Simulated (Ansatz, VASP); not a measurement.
One calculation of Si4W, two programs

```
Si W
1.0
     4.65634    0.00000    0.00000
    -2.32817    4.03251    0.00000
     0.00000    0.00000    4.52154
Si W
4 1
Cartesian
  2.3282 1.3442 0.0276
  3.5099 0.6619 2.1763
  2.3282 2.7087 2.1763
  1.1465 0.6619 2.1763
  0.0000 2.6883 3.4107
```

Alike in both runs: functional PBE; k mesh 4 × 4 × 4; occupations gaussian, width 0.2 eV; no spin polarisation.

Ansatz relaxed the structure, and its values are those at the end. VASP's run is a single point on that final structure, the one shown.

|  | VASP | Ansatz |
| --- | --- | --- |
| version | VASP 6.6.1 | Ansatz 0.2.0 |
| potentials or method | VASP PAW PBE potentials, release 64 (Si, W_sv), cutoff 500 eV | scalar-relativistic, plane waves, PAW |
| valence electrons in the cell | 30 | 30 |

|  | VASP | Ansatz | Ansatz less VASP |
| --- | --- | --- | --- |
| gap on the k mesh at the Fermi level (eV) | none | none | - |
| pressure (GPa) | -0.1 | 0.0 | +0.08 |
| rms of the force components (eV/Å) | 0.017 | 0.015 | -0.0027 |

A gap of «none» marks a metal or a gap that the smearing closes.

The k mesh is coarse, so the values compare programs but aren't converged. Spin-orbit coupling is off throughout.
